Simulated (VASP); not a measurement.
Ga2S: single point with PBE

Ga2S:

```
Ga S
1.0
     4.05161    0.00000    0.00000
     0.00000    4.05161    0.00000
     0.00000    0.00000    3.86132
Ga S
2 1
Direct
  0.50000 0.00000 0.89382
  0.00000 0.50000 0.89382
  0.00000 0.00000 0.39494
```

The cell was generated, and may not be a known phase.

```yaml
Program: VASP 6.6.1
Task: single point
Functional: PBE
Potentials_or_basis: VASP PAW PBE potentials, release 64 (Ga_d, S)
Cutoff: 500 eV
k_mesh: 3 × 3 × 4
Occupations: gaussian, width 0.15 eV
Spin: no spin polarisation
```

| Item | Value |
| --- | --- |
| Pressure | -0.1 GPa |
| Band gap on the k mesh | zero (bands 16 and 17 overlap by 0.36 eV) |

Forces on the atoms (eV/Å):
```
Ga   0.000  0.000  0.001
Ga   0.000  0.000  0.001
S    0.000  0.000 -0.003
```

Stress tensor (GPa, compression positive):
```
 0.03  0.00  0.00
 0.00  0.03  0.00
 0.00  0.00 -0.47
```

Levels at points of the mesh, in eV from the Fermi level:
```tsv
k point	band 13	band 14	band 15	band 16	band 17	band 18	band 19	band 20
(0.00, 0.00, 0.00)	-3.61	-3.60	-3.60	-1.48	3.19	3.19	3.37	5.60
(0.00, 0.00, 0.50)	-2.26	-2.26	-0.22	-0.09	0.24	0.24	0.75	2.39
```

It used 12 s of CPU time on 1 thread of AMD EPYC 7R13, on a shared host.

Caveat: the k points lie up to 0.52 Å⁻¹ apart.
